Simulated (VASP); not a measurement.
The system is BAuCl3.

```
B Au Cl
1.0
     4.59850    0.00000    0.00000
     0.00000    4.59850    0.00000
     0.00000    0.00000    4.59850
B Au Cl
1 1 3
Direct
  0.00000 0.00000 0.00000
  0.50000 0.50000 0.50000
  0.00000 0.50000 0.50000
  0.50000 0.00000 0.50000
  0.50000 0.50000 0.00000
```

| Property | Result |
| --- | --- |
| Program | VASP 6.6.1 |
| Task | relaxation of cell and atoms |
| Functional | PBE |
| Potentials or basis | VASP PAW PBE potentials, release 64 (B, Au, Cl) |
| Cutoff | 600 eV |
| k mesh | 4 × 4 × 4 |
| Occupations | gaussian, width 0.1 eV |
| Spin | no spin polarisation |

At the start: pressure 21.2 GPa; volume 19.45 Å³/atom.

Where does the relaxation end?

Over 4 steps the energy falls by 307.3 meV/atom and the volume is 25.55 Å³/atom (+31.4 %); space group Pm-3m (No. 221, to 0.05 Å).

Step by step:
```tsv
step	energy change (eV)	largest force (eV/Å)	pressure (GPa)	volume (Å³)
1	0.0000	0.0000	21.23	97.24
2	-1.4415	0.0000	-2.64	138.20
3	-1.5357	0.0000	0.31	126.64
4	-1.5365	0.0000	-0.06	127.73
```

Final structure:
```
B Au Cl
1.0
     5.03612    0.00000    0.00000
     0.00000    5.03612    0.00000
     0.00000    0.00000    5.03612
B Au Cl
1 1 3
Direct
  0.00000 0.00000 0.00000
  0.50000 0.50000 0.50000
  0.00000 0.50000 0.50000
  0.50000 0.00000 0.50000
  0.50000 0.50000 0.00000
```

Caveat: the volume moved by over 15 % at a fixed basis, so the end points are rough; an odd number of electrons without spin polarisation forces a metal; a magnetic or distorted state may lie lower.
